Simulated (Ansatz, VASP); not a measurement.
# One calculation of Mg, two programs

File POSCAR:

```
Mg
1.0
    3.0714774011      0.0000000000      0.0000000000
    0.0000000000      3.0714774011      0.0000000000
    0.0000000000      0.0000000000      3.0714774011
Mg
1
Direct
    0.0000000000      0.0000000000      0.0000000000
```

The input INCAR.step1:

```
ALGO = Normal
EDIFF = 1E-4
ENCUT = 520
GGA = PE
ISMEAR = -1
LASPH = True
LCHARG = False
LREAL = False
LWAVE = True
NBANDS = 7
NELM = 80
PREC = Accurate
SIGMA = 0.1
```

Contents of INCAR.step2:

```
ALGO = Normal
EDIFF = 1E-7
ENCUT = 520
ISIF = 2
ISMEAR = -1
ISTART = 1
LASPH = True
LCHARG = True
LELF = True
LMIXTAU = True
LREAL = False
LVHAR = True
LWAVE = False
METAGGA = R2SCAN
NBANDS = 7
NELM = 80
PREC = Accurate
SIGMA = 0.1
```

Contents of KPOINTS:

```
k-points
0
Gamma
  12 12 12
```

Input for Ansatz:

```yaml
crystal:
  lattice:
    - [3.0714774011, 0.0, 0.0]
    - [0.0, 3.0714774011, 0.0]
    - [0.0, 0.0, 3.0714774011]
  atoms:
    - { symbol: Mg, position: [0.0, 0.0, 0.0] }
hamiltonian:
  xc: r2scan
  pseudopotentials:
    kind: paw
    azcp:
      Mg: "pseudopotentials/Mg.paw.azcp"
basis:
  ecutwfc: 500
  fft_grid_basis: typed
kpoints:
  mp_grid: { grid: [12, 12, 12], shift: [0, 0, 0] }
magnetization:
  spin_polarized: false
scf:
  occupations: { method: fermi_dirac, width: 0.1 }
  lower_state_search: "off"
output:
  stress: true
```

Alike in both runs: task single point; functional r2SCAN; k mesh 12 × 12 × 12; occupations fermi-dirac, width 0.1 eV; no spin polarisation.

|  | VASP | Ansatz |
| --- | --- | --- |
| version | VASP 6.6.1 | Ansatz 0.2.0 |
| potentials or method | VASP PAW PBE potentials, release 64 (Mg), cutoff 520 eV | plane waves (500 eV) with PAW, scalar-relativistic |
| valence electrons in the cell | 2 | 10 |

|  | VASP | Ansatz | Ansatz less VASP |
| --- | --- | --- | --- |
| pressure (GPa) | -1.7 | -1.6 | +0.12 |

VASP's potentials were made for PBE, not for r2SCAN. VASP's potentials hold 2 valence electrons a cell and Ansatz's 10, so a difference there can come from the potentials and not from the codes.
